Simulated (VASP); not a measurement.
Set up this calculation in VASP 6.6.1, as the native input.

```
Task                   : relaxation of cell and atoms
Functional             : RPBE
Dispersion             : D4
Potentials or basis    : VASP PAW PBE potentials, release 64 (Ti_sv, B)
Cutoff                 : 600 eV
k mesh                 : 10 × 10 × 8
Occupations            : fermi-dirac, width 0.05 eV
Spin                   : no spin polarisation
Dipole correction      : no
Further INCAR settings : ALGO = Normal; EDIFF = 1e-07; IBRION = 2; EDIFFG = -0.01; NSW = 60; ISIF = 3
```

The structure of TiB2 lies in POSCAR:

```
TiB2
1.0
    3.0292000000      0.0000000000      0.0000000000
   -1.5146000000      2.6233641531      0.0000000000
    0.0000000000      0.0000000000      3.2284000000
Ti B
1 2
Direct
    0.0000000000      0.0000000000      0.0000000000
    0.6666666667      0.3333333333      0.5000000000
    0.3333333333      0.6666666667      0.5000000000
```

The input as run:

INCAR

```
ALGO     = Normal         # electronic algorithm
EDIFF    = 1E-7           # SCF threshold, eV
EDIFFG   = -0.01          # ionic threshold
ENCUT    = 600            # plane-wave cutoff, eV
GGA      = RP             # functional
IBRION   = 2              # ionic algorithm
ISIF     = 3              # what is computed and relaxed
ISMEAR   = -1             # smearing method
IVDW     = 13             # dispersion correction
LASPH    = T              # aspherical terms in the spheres
LCHARG   = F              # write CHGCAR
LREAL    = F              # projectors in reciprocal space
LWAVE    = F              # write WAVECAR
NELM     = 100            # most SCF steps
NSW      = 60             # ionic steps
PREC     = Accurate       # precision mode
SIGMA    = 0.05           # smearing width, eV
```

KPOINTS

```
k-points
0
Gamma
  10 10 8
```

Potentials or basis: VASP PAW PBE potentials, release 64 (Ti_sv, B).

Command:

```sh
$ cat potpaw_PBE.64/Ti_sv/POTCAR potpaw_PBE.64/B/POTCAR > POTCAR
$ mpirun -np 1 vasp_std > vasp.out
```

It gave:

```json
{
 "Relaxed volume": "8.14 Å³/atom",
 "Relaxed cell": "a = 2.998 Å, b = 2.998 Å, c = 3.137 Å, α = 90.00°, β = 90.00°, γ = 120.00°",
 "Space group after relaxing (to 0.1 Å)": "P6/mmm (No. 191)",
 "Energy gained by relaxing": "16.8 meV/atom",
 "Ionic steps": "4",
 "Pressure after relaxing": "0.0 GPa",
 "Band gap on the k mesh": "zero (bands 9 and 10 overlap by 0.89 eV)",
 "Dispersion energy per atom": "-0.772 eV"
}
```

Caveat: the PAW data sets were made with another functional, which shifts forces and pressure a little.

Run time: 53 s on 1 thread of AMD EPYC 9R45 96-Core Processor (Zen 5), on a shared host, peak memory 0.14 GiB.
